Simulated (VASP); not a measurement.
Wanted: the native input for a VASP 6.6.1 run.

* Task: relaxation of cell and atoms
* Functional: RPBE
* Dispersion: D4
* Potentials or basis: VASP PAW PBE potentials, release 64 (Cl, Na_pv)
* Cutoff: 600 eV
* k mesh: 8 × 8 × 8
* Occupations: fermi-dirac, width 0.05 eV
* Spin: no spin polarisation
* Dipole correction: no
* Further INCAR settings: ALGO = Normal; EDIFF = 1e-06; IBRION = 2; EDIFFG = -0.01; NSW = 80; ISIF = 3

The structure of NaCl lies in POSCAR:

```
NaCl
1.0
    0.0000000000      2.7940632177      2.7940632177
    2.7940632177      0.0000000000      2.7940632177
    2.7940632177      2.7940632177      0.0000000000
Cl Na
1 1
Direct
    0.5000000000      0.5000000000      0.5000000000
    0.0000000000      0.0000000000      0.0000000000
```

One way to write it, as run:

INCAR

```
PREC = Accurate
ENCUT = 600
EDIFF = 1E-6
ISMEAR = -1
SIGMA = 0.05
LREAL = F
LASPH = T
NELM = 60
ALGO = Normal
ISIF = 3
LWAVE = F
LCHARG = F
GGA = RP
IVDW = 13
IBRION = 2
NSW = 80
EDIFFG = -0.01
```

KPOINTS

```
Automatic mesh
0
Gamma
  8 8 8
```

Potentials or basis: VASP PAW PBE potentials, release 64 (Cl, Na_pv).

Launch:

```console
$ cat potpaw_PBE.64/Cl/POTCAR potpaw_PBE.64/Na_pv/POTCAR > POTCAR
$ mpirun -np 1 vasp_std > vasp.out
```

Results of the run:

```json
{
  "Relaxed volume": "23.45 Å³/atom",
  "Relaxed cell": "a = 4.048 Å, b = 4.048 Å, c = 4.048 Å, α = 60.00°, β = 60.00°, γ = 60.00°",
  "Space group after relaxing (to 0.05 Å)": "Fm-3m (No. 225)",
  "Energy gained by relaxing": "8.4 meV/atom",
  "Ionic steps": "3",
  "Pressure after relaxing": "0.0 GPa",
  "Band gap on the k mesh": "5.27 eV, direct",
  "Dispersion energy per atom": "-0.167 eV"
}
```

Caveat: the PAW data sets were made with another functional, which shifts forces and pressure a little.

Run time: 12 s on 1 thread of Intel(R) Xeon(R) 6975P-C (Granite Rapids), with other jobs on the host, peak memory 0.17 GiB.
